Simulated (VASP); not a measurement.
Set up this calculation in VASP 6.6.1, as the native input.

```
Task                   : single point
Functional             : LDA
Potentials or basis    : VASP PAW LDA potentials, release 64 (C, Zn)
Cutoff                 : 520 eV
k mesh                 : 6 × 4 × 1
Occupations            : gaussian, width 0.1 eV
Spin                   : no spin polarisation
Dipole correction      : yes
Further INCAR settings : LREAL = Auto; ALGO = Normal; EDIFF = 1e-06; NBANDS = 62
```

The structure of ZnC20 lies in POSCAR:

```
ZnC20
1.0
    4.8886233871      0.0000000000      0.0000000000
    0.0000000000      6.7320042669      0.0000000000
    0.0000000000      0.0000000000     21.8839971109
C Zn
20 1
Direct
    0.3122616933      0.2500214336      0.1827819653
    0.8122616933      0.2500214336      0.1827819653
    0.0622458232      0.2500214336      0.2150401427
    0.5622458232      0.2500214336      0.2150401427
    0.1871631966      0.7499785664      0.2311595931
    0.6871631966      0.7499785664      0.2311595931
    0.4371473264      0.7499785664      0.2634177704
    0.9371473264      0.7499785664      0.2634177704
    0.0620646998      0.2500214336      0.2795372209
    0.5620646998      0.2500214336      0.2795372209
    0.3120866039      0.2502324405      0.3109148215
    0.8120866039      0.2502324405      0.3109148215
    0.4365978075      0.7493867682      0.3348647304
    0.9365978075      0.7493867682      0.3348647304
    0.1858413160      0.7489256033      0.3603142387
    0.6858413160      0.7489256033      0.3603142387
    0.3122991399      0.2511940329      0.3782092305
    0.8122991399      0.2511940329      0.3782092305
    0.0624121594      0.2518203843      0.4059586129
    0.5624121594      0.2518203843      0.4059586129
    0.4790788260      0.2518203843      0.4722170753
```

One way to write it, as run:

INCAR

```
SYSTEM = ZnC20
PREC = Accurate
ENCUT = 520
EDIFF = 1E-6
ISMEAR = 0
SIGMA = 0.1
LREAL = Auto
LASPH = .TRUE.
NELM = 60
ALGO = Normal
ISIF = 2
LWAVE = .FALSE.
LCHARG = .FALSE.
LDIPOL = .TRUE.
IDIPOL = 3
DIPOL = 0.5 0.5 0.305
NBANDS = 62
```

KPOINTS

```
regular mesh
0
G
  6 4 1
  0 0 0
```

Potentials or basis: VASP PAW LDA potentials, release 64 (C, Zn).

The run is started by

```sh
$ cat potpaw_LDA.64/C/POTCAR potpaw_LDA.64/Zn/POTCAR > POTCAR
$ mpirun -np 1 vasp_std > vasp.out
```

Results of the run:

```json
{"Largest force": "15.655 eV/Å", "Band gap on the k mesh": "zero (bands 46 and 47 overlap by 0.11 eV)"}
```

It took 37 min on 1 thread of Intel Xeon 8259CL, on a shared host, peak memory 0.68 GiB.
